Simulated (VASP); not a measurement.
# TaN (P1) in VASP: single point with PBEsol

Aim: the single point of TaN with PBEsol.

Program: VASP 6.6.1. These are calculated values, not measurements. Logs are shortened: lines on timing, memory, paths and dates and some standing lists are left out, and cuts for length are marked.

### Step 1. The cell of the first run

The typed cell holds 2 atoms: a = 2.939 Å, b = 2.900 Å, c = 2.884 Å, α = 89.36°, β = 88.27°, γ = 118.70°.

### Step 2. Single point, PBEsol (equal xy, yz and zx shear strains of +3 %)

INCAR

```
SYSTEM = TaN
PREC = Accurate ; ENCUT = 520
EDIFF = 1E-6 ; ISMEAR = -1
SIGMA = 0.02 ; LREAL = .False.
LASPH = .True. ; NELM = 60
ALGO = Normal ; ISIF = 2
LWAVE = .False. ; LCHARG = .False.
GGA = PS ; NBANDS = 15
```

KPOINTS

```
regular mesh
0
Gamma
  12 12 10
  0 0 0
```

POSCAR

```
TaN
1.0
    2.9379988584      0.0440699829      0.0440699829
   -1.4308337045      2.5223466563      0.0161307333
    0.0432450000      0.0432450000      2.8830000000
Ta N
1 1
Direct
    0.3333333333      0.6666666667      0.5000000000
    0.0000000000      0.0000000000      0.0000000000
```

Potentials or basis: VASP PAW PBE potentials, release 64 (Ta_pv, N).

Run with:

```bash
$ cat potpaw_PBE.64/Ta_pv/POTCAR potpaw_PBE.64/N/POTCAR > POTCAR
$ mpirun -np 1 vasp_std > vasp.out
```

OUTCAR:

```text
SYSTEM = TaN
   PREC = Accurate
   ENCUT = 520
   EDIFF = 1E-6
   ISMEAR = -1
   LREAL = .False.
   LASPH = .True.
   NELM = 60
   ISIF = 2
   GGA = PS

 ion  position               nearest neighbor table
   1  0.333  0.667  0.500-   2 2.19   2 2.20   2 2.20   2 2.22   2 2.26   2 2.29
   2  0.000  0.000  0.000-   1 2.19   1 2.20   1 2.20   1 2.22   1 2.26   1 2.29

  LATTYP: Found a triclinic cell.
 ALAT       =     5.0899081385
 B/A-ratio  =     0.5697473580
 C/A-ratio  =     0.5665423665
 COS(alpha) =     0.0112057054
 COS(beta)  =     0.0302114049
 COS(gamma) =     0.8622746762

  Lattice vectors:

 A1 = (   0.0763314494,   5.0887632955,   0.0763314495)
 A2 = (  -1.4308337045,   2.5223466563,   0.0161307333)
 A3 = (   0.0432450000,   0.0432450000,   2.8830000000)

Analysis of symmetry for initial positions (statically):
=====================================================================
 Subroutine PRICEL returns:
 Original cell was already a primitive cell.

 Routine SETGRP: Setting up the symmetry group for a
 triclinic supercell.

 Subroutine GETGRP returns: Found  1 space group operations
 (whereof  1 operations were pure point group operations)
 out of a pool of  2 trial point group operations.

The static configuration has the point symmetry C_1 .

Analysis of symmetry for dynamics (positions and initial velocities):
=====================================================================
 Subroutine PRICEL returns:
 Original cell was already a primitive cell.

 Routine SETGRP: Setting up the symmetry group for a
 triclinic supercell.

 Subroutine GETGRP returns: Found  1 space group operations
 (whereof  1 operations were pure point group operations)
 out of a pool of  2 trial point group operations.

The dynamic configuration has the point symmetry C_1 .

 Subroutine INISYM returns: Found  1 space group operations
 (whereof  1 operations are pure point group operations),
 and found     1 'primitive' translations

----------------------------------------------------------------------------------------

                                     Primitive cell

  volume of cell :      21.5371

  direct lattice vectors                    reciprocal lattice vectors
     2.937998858  0.044069983  0.044069983     0.337613301  0.191566266 -0.007937694
    -1.430833704  2.522346656  0.016130733    -0.005810795  0.393197124 -0.005810795
     0.043245000  0.043245000  2.883000000    -0.005128297 -0.005128297  0.347014758

  length of vectors
     2.938659834  2.899961714  2.883648602     0.388256851  0.393282988  0.347090537

  position of ions in fractional coordinates (direct lattice)
     0.333333333  0.666666667  0.500000000
     0.000000000  0.000000000  0.000000000

  ion indices of the primitive-cell ions
   primitive index   ion index
                 1           1
                 2           2

----------------------------------------------------------------------------------------

 KPOINTS: regular mesh

Automatic generation of k-mesh.
 Grid dimensions read from file:
 generate k-points for:   12   12   10

 Generating k-lattice:

  Cartesian coordinates                     Fractional coordinates (reciprocal lattice)
     0.028134442  0.015963855 -0.000661474     0.083333333  0.000000000  0.000000000
    -0.000484233  0.032766427 -0.000484233     0.000000000  0.083333333 -0.000000000
    -0.000512830 -0.000512830  0.034701476    -0.000000000 -0.000000000  0.100000000

  Length of vectors
     0.032354738  0.032773582  0.034709054

  Shift w.r.t. Gamma in fractional coordinates (k-lattice)
     0.000000000  0.000000000  0.000000000

 Subroutine IBZKPT returns following result:
 ===========================================

 Found    724 irreducible k-points:

 Following reciprocal coordinates:
            Coordinates               Weight
  0.000000  0.000000  0.000000      1.000000
  0.083333  0.000000 -0.000000      2.000000
  0.166667  0.000000 -0.000000      2.000000
  0.250000  0.000000 -0.000000      2.000000
  0.333333  0.000000  0.000000      2.000000
  0.416667  0.000000 -0.000000      2.000000
[... 16 lines left out ...]
  0.250000  0.166667 -0.000000      2.000000
  0.333333  0.166667  0.000000      2.000000
 [... further k-points ...]
   k-points           NKPTS =    724   k-points in BZ     NKDIM =    724   number of bands    NBANDS=     15
   number of dos      NEDOS =    301   number of ions     NIONS =      2
   total plane-waves  NPLWV =  13824
   dimension x,y,z NGX =    24 NGY =   24 NGZ =   24
   dimension x,y,z NGXF=    48 NGYF=   48 NGZF=   48
   ions per type =               1   1
   NGX,Y,Z   is equivalent  to a cutoff of  13.58, 13.76, 13.84 a.u.
   NGXF,Y,Z  is equivalent  to a cutoff of  27.15, 27.52, 27.67 a.u.
 SYSTEM =  TaN
   PREC   = accura    normal or accurate (medium, high low for compatibility)
   ISTART =      0    job   : 0-new  1-cont  2-samecut
   ICHARG =      2    charge: 1-file 2-atom 10-const
   ISPIN  =      1    spin polarized calculation?
   LNONCOLLINEAR =      F non collinear calculations
   LSORBIT =      F    spin-orbit coupling
   LASPH  =      T    aspherical Exc in radial PAW
   ENCUT  =  520.0 eV  38.22 Ry    6.18 a.u.   5.46  5.39  5.36*2*pi/ulx,y,z
   NELM   =     60;   NELMIN=  2; NELMDL= -5     # of ELM steps
   EDIFF  = 0.1E-05   stopping-criterion for ELM
   LREAL  =      F    real-space projection
[... 7 lines left out ...]
   TEBEG  =    0.0;   TEEND  =   0.0 temperature during run
   PSTRESS=    0.0 pullay stress
   NELECT =      16.0000    total number of electrons
   NUPDOWN=      -1.0000    fix difference up-down
   EMIN   =  10.00;   EMAX   =-10.00  energy-range for DOS
   EFERMI =   0.00;   METHOD = LEGACY
   ISMEAR =    -1;   SIGMA  =   0.02  broadening in eV -4-tet -1-fermi 0-gaus
   EFERMI_NEDOS =   21; number of points for ismear=-14 and -15
   IALGO  =     38    algorithm
   IMIX   =      4    mixing-type and parameters
     AMIX     =   0.40;   BMIX     =  1.00
     AMIX_MAG =   1.60;   BMIX_MAG =  1.00
  volume/ion in A,a.u.               =      10.77        72.67
  Fermi-wavevector in a.u.,A,eV,Ry     =   1.482696  2.801889 29.910873  2.198387
  Thomas-Fermi vector in A             =   2.596450
   LORBIT       =      0    0 simple, 1 ext, 2 COOP (PROOUT), +10 PAW based schemes
   GGA     = PS    functional components
   LHFCALC =     F    Hartree Fock is set to
   AEXX    =    0.0000 exact exchange contribution
   IVDW    =     0    specifies the selected vdW correction
   LEPSILON=     F    determine dielectric tensor
   LRPA    =     F    only Hartree local field effects (RPA)
 non-spin polarized calculation
  energy-cutoff  :      520.00
  volume of cell :       21.54
 maximum number of plane-waves:       597
 NGX is ok and might be reduce to    24
   NGX = 11   NGY = 11   NGZ = 11

 number of electron      16.0000000 magnetization

 Free energy of the ion-electron system (eV)
  ---------------------------------------------------
  ext. energy  EPLUGINS =         0.00000000
  ---------------------------------------------------
  free energy    TOTEN  =       -23.76226368 eV

  energy without entropy =      -23.76219535  energy(sigma->0) =      -23.76222951

 E-fermi :   8.0834     XC(G=0): -13.5073

 val. band max:        8.0507884093   @ k =   0.0833  -0.0833   0.4000
 cond. band min:       8.1077639438   @ k =  -0.0833   0.0833   0.4000
 fundamental gap:      0.0569755345
 Fermi energy:         8.0833596644

 k-point     1 :       0.0000    0.0000    0.0000
  band No.  band energies     occupation
      1     -26.6768      2.00000
      2     -26.4413      2.00000
      3     -26.3738      2.00000
      4      -9.6419      2.00000
      5       3.3273      2.00000
      6       3.6859      2.00000
      7       3.9204      2.00000
      8       5.1899      2.00000
      9      10.2199      0.00000
     10      11.3722      0.00000
     11      11.6702      0.00000
     12      12.2800      0.00000
     13      12.3754      0.00000
     14      21.1517      0.00000
     15      21.5510      0.00000

 k-point     2 :       0.0833    0.0000   -0.0000
  band No.  band energies     occupation
      1     -26.6679      2.00000
      2     -26.5116      2.00000
      3     -26.3904      2.00000
      4      -9.5000      2.00000
      5       2.9550      2.00000
      6       3.7812      2.00000
      7       4.0821      2.00000
      8       4.9907      2.00000
      9      10.6795      0.00000
     10      11.1856      0.00000
     11      11.6907      0.00000
     12      12.2986      0.00000
     13      12.4303      0.00000
     14      21.1180      0.00000
     15      21.5360      0.00000

 k-point     3 :       0.1667    0.0000   -0.0000
  band No.  band energies     occupation
      1     -26.7043      2.00000
      2     -26.6434      2.00000
      3     -26.4305      2.00000
      4      -9.1083      2.00000
      5       2.1125      2.00000
      6       4.0439      2.00000
      7       4.3306      2.00000
      8       4.6701      2.00000
      9      10.5369      0.00000
     10      11.6617      0.00000
     11      11.9478      0.00000
     12      12.2026      0.00000
     13      12.8548      0.00000
     14      21.0667      0.00000
     15      21.5169      0.00000

 k-point     4 :       0.2500    0.0000   -0.0000
  band No.  band energies     occupation
      1     -26.9586      2.00000
      2     -26.6102      2.00000
      3     -26.4833      2.00000
      4      -8.5583      2.00000
      5       1.2009      2.00000
      6       3.8193      2.00000
      7       4.4331      2.00000
      8       4.9596      2.00000
      9      10.2079      0.00000
     10      11.6285      0.00000
     11      12.2665      0.00000
     12      12.9047      0.00000
     13      13.5510      0.00000
     14      21.1624      0.00000
     15      21.5213      0.00000
[... 307 lines left out ...]
 k-point    22 :       0.1667    0.1667   -0.0000
  band No.  band energies     occupation
      1     -27.0074      2.00000
      2     -26.6027      2.00000
      3     -26.5903      2.00000
      4      -8.2609      2.00000
      5       1.0174      2.00000
      6       3.5616      2.00000
      7       4.1132      2.00000
      8       5.5342      2.00000
      9       9.6253      0.00000
     10      10.9500      0.00000
     11      12.6018      0.00000
     12      13.6324      0.00000
     13      14.3682      0.00000
     14      21.3827      0.00000
     15      21.6165      0.00000

 k-point    23 :       0.2500    0.1667   -0.0000
  band No.  band energies     occupation
      1     -27.1756      2.00000
      2     -26.6938      2.00000
      3     -26.5624      2.00000
      4      -7.7380      2.00000
      5       0.5237      2.00000
      6       3.2195      2.00000
      7       3.8031      2.00000
      8       6.1365      2.00000
      9       9.5297      0.00000
     10      10.4440      0.00000
     11      12.8584      0.00000
     12      14.3658      0.00000
     13      15.5593      0.00000
     14      21.4206      0.00000
     15      21.8303      0.00000

 k-point    24 :       0.3333    0.1667    0.0000
  band No.  band energies     occupation
      1     -27.3006      2.00000
      2     -26.7599      2.00000
      3     -26.5402      2.00000
      4      -7.3272      2.00000
      5       0.1960      2.00000
      6       2.9880      2.00000
      7       3.4745      2.00000
      8       6.4638      2.00000
      9       9.9157      0.00000
     10      10.3294      0.00000
     11      12.4218      0.00000
     12      14.7529      0.00000
     13      17.1218      0.00000
     14      20.8787      0.00000
     15      21.5286      0.00000

 [... further k-points ...]
[... 5 lines left out ...]
  --------------------------------------------------------------------------------------
  -------------------------------------------------------------------------------------
  Total       -0.4531394     -0.3832479     -0.4289409     -0.8754019     -0.9375205     -0.9394181
  in kB      -33.7096438    -28.5103270    -31.9094913    -65.1223234    -69.7434084    -69.8845720
  external PRESSURE =     -31.3764874 kB  Pullay stress =       0.0000000 kB

 VOLUME and BASIS-vectors are now :
 -----------------------------------------------------------------------------
  energy-cutoff  :      520.00
  volume of cell :       21.54
      direct lattice vectors                 reciprocal lattice vectors
     2.937998858  0.044069983  0.044069983     0.337613301  0.191566266 -0.007937694
    -1.430833704  2.522346656  0.016130733    -0.005810795  0.393197124 -0.005810795
     0.043245000  0.043245000  2.883000000    -0.005128297 -0.005128297  0.347014758

 POSITION                                       TOTAL-FORCE (eV/Angst)
 -----------------------------------------------------------------------------------
      0.04707      1.71788      1.46694         0.007563     -0.004373     -0.045228
      0.00000      0.00000      0.00000        -0.007563      0.004373      0.045228
 -----------------------------------------------------------------------------------
    total drift:                               -0.000005      0.000010     -0.000095

  FREE ENERGIE OF THE ION-ELECTRON SYSTEM (eV)
  ---------------------------------------------------
  free  energy   TOTEN  =       -23.7622636751 eV

  energy  without entropy=      -23.7621953463  energy(sigma->0) =      -23.76222951
```

Wall time 4 min (1 thread of Intel Xeon 8259CL, shared host); peak memory 0.34 GiB.

Results:

- Free energy: -23.7623 eV
- Pressure: -3.1 GPa
- Largest force: 0.046 eV/Å
- Band gap on the k mesh: zero (bands 8 and 9 overlap by 0.23 eV)

Forces on the atoms (eV/Å):
```
Ta   0.008 -0.004 -0.045
N   -0.008  0.004  0.045
```

Levels at points of the mesh, in eV from the Fermi level:
```tsv
k point	band 5	band 6	band 7	band 8	band 9	band 10	band 11	band 12
(0.00, 0.00, 0.00)	-4.76	-4.40	-4.16	-2.89	2.14	3.29	3.59	4.20
(0.50, 0.00, 0.00)	-8.34	-5.21	-3.49	-3.02	3.14	4.12	5.21	5.33
(0.00, 0.50, 0.00)	-8.30	-5.20	-3.46	-3.15	2.88	4.13	5.13	5.42
(0.50, 0.50, 0.00)	-8.26	-5.19	-3.43	-3.27	2.64	4.18	5.11	5.47
(0.00, 0.00, 0.50)	-9.37	-3.80	-3.67	-0.40	0.23	2.38	3.26	3.48
(0.50, 0.00, 0.50)	-7.31	-6.18	-5.50	-0.48	4.23	5.25	6.02	7.12
(0.00, 0.50, 0.50)	-7.33	-6.19	-5.68	-0.31	4.17	5.27	6.14	7.10
(0.50, 0.50, 0.50)	-7.35	-6.20	-5.86	-0.15	4.11	5.44	6.17	7.10
```

Caveat: the cell differs from its parent crystal (equal xy, yz and zx shear strains of +3 %); the cell stands under tension; the PAW data sets were made with another functional, which shifts forces and pressure a little; spin-orbit coupling is left out, which moves the levels of the heavy elements.

The gap in the log of VASP goes by the Fermi energy; the results here count the filled bands.